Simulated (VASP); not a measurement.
# Os (P6_3/mmc) in VASP: a series of runs, part 2 of 2

VASP 6.6.1. The steps go on from the part before.

### Step 3. Single point, PBEsol (volume scaled by 0.975)

Contents of INCAR:

```
SYSTEM = Os
PREC = Accurate ; ENCUT = 520
EDIFF = 1E-6 ; ISMEAR = -1
SIGMA = 0.05 ; LREAL = .FALSE.
LASPH = .TRUE. ; NELM = 60
ALGO = Normal ; ISIF = 2
LWAVE = .FALSE. ; LCHARG = .TRUE.
GGA = PS ; LELF = .TRUE.
LVHAR = .TRUE. ; NBANDS = 15
```

Contents of KPOINTS:

```
Automatic mesh
0
G
  15 15 9
  0 0 0
```

Contents of POSCAR:

```
Os
1.0
    2.7111232592      0.0000000000      0.0000000000
   -1.3555616296      2.3479016152      0.0000000000
    0.0000000000      0.0000000000      4.2833982837
Os
2
Direct
    0.3333333333      0.6666666667      0.2500000000
    0.6666666667      0.3333333333      0.7500000000
```

Potentials or basis: VASP PAW PBE potentials, release 64 (Os).

Started as:

```sh
> cat potpaw_PBE.64/Os/POTCAR > POTCAR
> mpirun -np 1 vasp_std > vasp.out
```

OUTCAR:

```text
SYSTEM = Os
   PREC = Accurate
   ENCUT = 520
   EDIFF = 1E-6
   ISMEAR = -1
   LREAL = .FALSE.
   LASPH = .TRUE.
   NELM = 60
   ISIF = 2
   GGA = PS

 ion  position               nearest neighbor table
   1  0.333  0.667  0.250-   2 2.65   2 2.65   2 2.65   2 2.65   2 2.65   2 2.65
   2  0.667  0.333  0.750-   1 2.65   1 2.65   1 2.65   1 2.65   1 2.65   1 2.65

  LATTYP: Found a hexagonal cell.
 ALAT       =     2.7111232592
 C/A-ratio  =     1.5799349104

  Lattice vectors:

 A1 = (   2.7111232592,   0.0000000000,   0.0000000000)
 A2 = (  -1.3555616296,   2.3479016152,   0.0000000000)
 A3 = (   0.0000000000,   0.0000000000,   4.2833982837)

Analysis of symmetry for initial positions (statically):
=====================================================================
 Subroutine PRICEL returns:
 Original cell was already a primitive cell.

 Routine SETGRP: Setting up the symmetry group for a
 hexagonal supercell.

 Subroutine GETGRP returns: Found 24 space group operations
 (whereof 12 operations were pure point group operations)
 out of a pool of 24 trial point group operations.

The static configuration has the point symmetry D_3d.
[... 176 lines left out ...]
      6       7.3959      2.00000
      7       7.3959      2.00000
      8       8.0807      2.00000
      9       8.0807      2.00000
     10       9.7036      0.91443
     11      11.4651      0.00000
     12      11.4651      0.00000
     13      19.0578      0.00000
     14      23.7273      0.00000
[... 401 lines left out ...]
      2       3.3543      2.00000
      3       3.4277      2.00000
      4       5.5806      2.00000
      5       5.8721      2.00000
      6       6.6571      2.00000
      7       7.9975      2.00000
      8      11.1982      0.00000
      9      11.8332      0.00000
     10      12.0503      0.00000
     11      14.9422      0.00000
     12      15.6208      0.00000
     13      18.1330      0.00000
     14      21.3011      0.00000
     15      23.9264      0.00000

 [... further k-points ...]

------------------------ aborting loop because EDIFF is reached ----------------------------------------

  FORCE on cell =-STRESS in cart. coord.  units (eV):
  Direction    XX          YY          ZZ          XY          YZ          ZX
  --------------------------------------------------------------------------------------
  -------------------------------------------------------------------------------------
  Total        1.5001202      1.5001202      1.7015625      0.0000000      0.0000000      0.0000000
  in kB       88.1493328     88.1493328     99.9863850      0.0000000      0.0000000      0.0000000
  external PRESSURE =      92.0950169 kB  Pullay stress =       0.0000000 kB

 VOLUME and BASIS-vectors are now :
 -----------------------------------------------------------------------------
  energy-cutoff  :      520.00
  volume of cell :       27.27
      direct lattice vectors                 reciprocal lattice vectors
     2.711123259  0.000000000  0.000000000     0.368850806  0.212956112  0.000000000
    -1.355561630  2.347901615  0.000000000     0.000000000  0.425912225  0.000000000
     0.000000000  0.000000000  4.283398284     0.000000000  0.000000000  0.233459495

 POSITION                                       TOTAL-FORCE (eV/Angst)
 -----------------------------------------------------------------------------------
     -0.00000      1.56527      1.07085         0.000000      0.000000      0.000000
      1.35556      0.78263      3.21255        -0.000000      0.000000      0.000000
 -----------------------------------------------------------------------------------
    total drift:                                0.000000     -0.000000     -0.000000

  FREE ENERGIE OF THE ION-ELECTRON SYSTEM (eV)
  ---------------------------------------------------
  free  energy   TOTEN  =       -24.4788171192 eV

  energy  without entropy=      -24.4709309403  energy(sigma->0) =      -24.47487403
```

OSZICAR:

```text
N       E                     dE             d eps       ncg     rms          rms(c)
DAV:   1     0.102537162778E+03    0.10254E+03   -0.74372E+03  4050   0.103E+03
DAV:   2    -0.213913501017E+02   -0.12393E+03   -0.10847E+03  4127   0.330E+02
DAV:   3    -0.259554785128E+02   -0.45641E+01   -0.44198E+01  5534   0.560E+01
DAV:   4    -0.259864032290E+02   -0.30925E-01   -0.30900E-01  4436   0.482E+00
DAV:   5    -0.259865656837E+02   -0.16245E-03   -0.16245E-03  5583   0.325E-01    0.257E+01
DAV:   6    -0.248347609227E+02    0.11518E+01   -0.92457E-01  5107   0.817E+00    0.118E+01
DAV:   7    -0.244880781176E+02    0.34668E+00   -0.65250E-01  5219   0.674E+00    0.613E-01
DAV:   8    -0.244817005659E+02    0.63776E-02   -0.70339E-03  4204   0.646E-01    0.382E-01
DAV:   9    -0.244788214651E+02    0.28791E-02   -0.18284E-03  4925   0.441E-01    0.463E-02
DAV:  10    -0.244788366157E+02   -0.15151E-04   -0.58817E-05  5289   0.654E-02    0.104E-02
DAV:  11    -0.244788178310E+02    0.18785E-04   -0.40381E-06  4638   0.219E-02    0.163E-03
DAV:  12    -0.244788171192E+02    0.71179E-06   -0.99213E-08  2907   0.323E-03
   1 F= -.24478817E+02 E0= -.24474874E+02  d E =-.788618E-02
```

stdout:

```text
POSCAR found type information on POSCAR Os
 POSCAR found :  1 types and       2 ions
 scaLAPACK will be used
 -----------------------------------------------------------------------------
|                                                                             |
|                                                                             |
|     You enforced a specific xc type in the INCAR file but a different       |
|     I HOPE YOU KNOW WHAT YOU ARE DOING!                                     |
|                                                                             |
 -----------------------------------------------------------------------------

 LDA part: xc-table for (Slater+PW92), standard interpolation
 POSCAR, INCAR and KPOINTS ok, starting setup
 FFT: planning ... GRIDC
 FFT: planning ... GRID_SOFT
 FFT: planning ... GRID
 WAVECAR not read
 entering main loop
```

Wall time 31 s (1 thread of AMD EPYC 9R45 (Zen 5), shared host); peak memory 0.14 GiB.

Results:

| Item | Value |
| --- | --- |
| Free energy | -24.4788 eV |
| Pressure | 9.2 GPa |
| Band gap on the k mesh | zero (band 8 reaches 11.88 eV, above the bottom of band 9 at 7.89 eV) |

Caveat: the PAW data sets were made with another functional, which shifts forces and pressure a little; spin-orbit coupling is left out, which moves the levels of the heavy elements.

### Step 4. Single point, PBEsol (volume scaled by 0.99)

Contents of INCAR:

```
PREC = Accurate
ENCUT = 520
EDIFF = 1E-6
ISMEAR = -1
SIGMA = 0.05
LREAL = F
LASPH = T
NELM = 100
ALGO = Normal
ISIF = 2
LWAVE = F
LCHARG = T
GGA = PS
LELF = T
LVHAR = T
NBANDS = 15
```

Contents of KPOINTS:

```
regular mesh
0
Gamma
  15 15 9
```

Contents of POSCAR:

```
Os
1.0
    2.7249557601      0.0000000000      0.0000000000
   -1.3624778801      2.3598809125      0.0000000000
    0.0000000000      0.0000000000      4.3052527349
Os
2
Direct
    0.3333333333      0.6666666667      0.2500000000
    0.6666666667      0.3333333333      0.7500000000
```

Started as:

```sh
> cat potpaw_PBE.64/Os/POTCAR > POTCAR
> mpirun -np 1 vasp_std > vasp.out
```

Wall time 34 s (1 thread of AMD EPYC 9R45 (Zen 5), shared host); peak memory 0.14 GiB.

The run converged. Its results:

```
Free energy            : -24.4937 eV
Pressure               : 2.0 GPa
Band gap on the k mesh : zero (band 8 reaches 11.58 eV, above the bottom of band 9 at 7.69 eV)
```

Stress tensor (GPa, compression positive):
```
1.79 0.00 0.00
0.00 1.79 0.00
0.00 0.00 2.49
```

Levels at points of the mesh, in eV from the Fermi level:
```csv
k point,band 5,band 6,band 7,band 8,band 9,band 10,band 11,band 12
"(0.00, 0.00, 0.00)",-2.85,-2.25,-2.25,-1.58,-1.58,0.01,1.73,1.73
```

Caveat: the PAW data sets were made with another functional, which shifts forces and pressure a little; spin-orbit coupling is left out, which moves the levels of the heavy elements.

### Step 5. Single point, PBEsol (volume scaled by 1.01)

Contents of INCAR:

```
SYSTEM = Os
PREC     = Accurate       ! precision mode
ENCUT    = 520            ! plane-wave cutoff, eV
EDIFF    = 1E-6           ! SCF threshold, eV
ISMEAR   = -1             ! smearing method
SIGMA    = 0.05           ! smearing width, eV
LREAL    = .False.        ! projectors in reciprocal space
LASPH    = .True.         ! aspherical terms in the spheres
NELM     = 80             ! most SCF steps
ALGO     = Normal         ! electronic algorithm
ISIF     = 2              ! what is computed and relaxed
LWAVE    = .False.        ! write WAVECAR
LCHARG   = .False.        ! write CHGCAR
GGA      = PS             ! functional
NBANDS   = 15             ! bands
```

Contents of KPOINTS:

```
Automatic mesh
0
Gamma
  15 15 9
  0 0 0
```

Contents of POSCAR:

```
Os
1.0
    2.7431834308      0.0000000000      0.0000000000
   -1.3715917155      2.3756665384      0.0000000000
    0.0000000000      0.0000000000      4.3340512682
Os
2
Direct
    0.3333333333      0.6666666667      0.2500000000
    0.6666666667      0.3333333333      0.7500000000
```

Started as:

```sh
> cat potpaw_PBE.64/Os/POTCAR > POTCAR
> mpirun -np 1 vasp_std > vasp.out
```

Wall time 34 s (1 thread of AMD EPYC 9R45 (Zen 5), shared host); peak memory 0.14 GiB.

The run converged. Its results:

```
Free energy            : -24.4858 eV
Pressure               : -6.6 GPa
Band gap on the k mesh : zero (band 8 reaches 11.21 eV, above the bottom of band 9 at 7.44 eV)
```

Stress tensor (GPa, compression positive):
```
-6.65  0.00  0.00
 0.00 -6.65  0.00
 0.00  0.00 -6.55
```

Levels at points of the mesh, in eV from the Fermi level:
```csv
k point,band 6,band 7,band 8,band 9,band 10,band 11
"(0.00, 0.00, 0.00)",-2.18,-2.18,-1.53,-1.53,0.01,1.68
```

Caveat: the PAW data sets were made with another functional, which shifts forces and pressure a little; spin-orbit coupling is left out, which moves the levels of the heavy elements.

### Step 6. Single point, PBEsol (volume scaled by 1.02)

Contents of INCAR:

```
SYSTEM = Os
ALGO = Normal
EDIFF = 1E-6
ENCUT = 520
GGA = PS
ISIF = 2
ISMEAR = -1
LASPH = .True.
LCHARG = .False.
LREAL = .False.
LWAVE = .False.
NBANDS = 15
NELM = 80
PREC = Accurate
SIGMA = 0.05
```

Contents of KPOINTS:

```
k-points
0
Gamma
  15 15 9
  0 0 0
```

Contents of POSCAR:

```
Os
1.0
    2.7522071256      0.0000000000      0.0000000000
   -1.3761035628      2.3834812872      0.0000000000
    0.0000000000      0.0000000000      4.3483081185
Os
2
Direct
    0.3333333333      0.6666666667      0.2500000000
    0.6666666667      0.3333333333      0.7500000000
```

Potentials or basis: VASP PAW PBE potentials, release 64 (Os).

Started as:

```sh
> cat potpaw_PBE.64/Os/POTCAR > POTCAR
> mpirun -np 1 vasp_std > vasp.out
```

OUTCAR:

```text
SYSTEM = Os
   EDIFF = 1E-6
   ENCUT = 520
   GGA = PS
   ISIF = 2
   ISMEAR = -1
   LASPH = .True.
   LREAL = .False.
   NELM = 80
   PREC = Accurate

 ion  position               nearest neighbor table
   1  0.333  0.667  0.250-   2 2.69   2 2.69   2 2.69   2 2.69   2 2.69   2 2.69
   2  0.667  0.333  0.750-   1 2.69   1 2.69   1 2.69   1 2.69   1 2.69   1 2.69

  LATTYP: Found a hexagonal cell.
 ALAT       =     2.7522071256
 C/A-ratio  =     1.5799349104

  Lattice vectors:

 A1 = (   2.7522071256,   0.0000000000,   0.0000000000)
[... 610 lines left out ...]
     10      11.1878      0.00000
     11      13.9435      0.00000
     12      14.5790      0.00000
     13      17.1416      0.00000
     14      20.1421      0.00000
     15      22.6093      0.00000

 [... further k-points ...]
[... 5 lines left out ...]
  --------------------------------------------------------------------------------------
  -------------------------------------------------------------------------------------
  Total       -1.8694395     -1.8694395     -1.9007792      0.0000000      0.0000000      0.0000000
  in kB     -105.0047215   -105.0047214   -106.7650441      0.0000000      0.0000000      0.0000000
  external PRESSURE =    -105.5914957 kB  Pullay stress =       0.0000000 kB

 VOLUME and BASIS-vectors are now :
 -----------------------------------------------------------------------------
  energy-cutoff  :      520.00
  volume of cell :       28.52
      direct lattice vectors                 reciprocal lattice vectors
     2.752207126  0.000000000  0.000000000     0.363344746  0.209777187  0.000000000
    -1.376103563  2.383481287  0.000000000     0.000000000  0.419554374  0.000000000
     0.000000000  0.000000000  4.348308119     0.000000000  0.000000000  0.229974503

 POSITION                                       TOTAL-FORCE (eV/Angst)
 -----------------------------------------------------------------------------------
     -0.00000      1.58899      1.08708        -0.000000      0.000000      0.000000
      1.37610      0.79449      3.26123         0.000000     -0.000000      0.000000
 -----------------------------------------------------------------------------------
    total drift:                                0.000000     -0.000000     -0.000000

  FREE ENERGIE OF THE ION-ELECTRON SYSTEM (eV)
  ---------------------------------------------------
  free  energy   TOTEN  =       -24.4710038397 eV

  energy  without entropy=      -24.4624404757  energy(sigma->0) =      -24.46672216
```

Wall time 28 s (1 thread of AMD EPYC 9R45 (Zen 5), shared host); peak memory 0.14 GiB.

Results:

- Free energy: -24.4710 eV
- Pressure: -10.6 GPa
- Band gap on the k mesh: zero (band 8 reaches 11.02 eV, above the bottom of band 9 at 7.31 eV)

Stress tensor (GPa, compression positive):
```
-10.50   0.00   0.00
  0.00 -10.50   0.00
  0.00   0.00 -10.68
```

Levels at points of the mesh, in eV from the Fermi level:
```csv
k point,band 5,band 6,band 7,band 8,band 9,band 10,band 11,band 12
"(0.00, 0.00, 0.00)",-2.72,-2.15,-2.15,-1.51,-1.51,0.01,1.65,1.65
```

Caveat: the PAW data sets were made with another functional, which shifts forces and pressure a little; spin-orbit coupling is left out, which moves the levels of the heavy elements.

### Step 7. Summary

```csv
cell,gap on the mesh (eV),pressure (GPa)
"a = 2.716, b = 2.716, c = 4.291 Å, angles 90.0, 90.0, 120.0°, 2 atoms",none,6.7
"a = 2.711, b = 2.711, c = 4.283 Å, angles 90.0, 90.0, 120.0°, 2 atoms",none,9.2
"a = 2.725, b = 2.725, c = 4.305 Å, angles 90.0, 90.0, 120.0°, 2 atoms",none,2.0
"a = 2.743, b = 2.743, c = 4.334 Å, angles 90.0, 90.0, 120.0°, 2 atoms",none,-6.6
"a = 2.752, b = 2.752, c = 4.348 Å, angles 90.0, 90.0, 120.0°, 2 atoms",none,-10.6
```

Alike in all rows: task single point; level PBEsol; potentials or basis VASP PAW PBE potentials, release 64 (Os); no spin polarisation; k mesh 15 × 15 × 9; cutoff (eV) 520; smearing fermi-dirac 0.05 eV.

Caveats: the PAW data sets were made with another functional, which shifts forces and pressure a little; spin-orbit coupling is left out, which moves the levels of the heavy elements.

Total energies depend on the potentials used, so only differences within one code and one set of settings carry meaning.
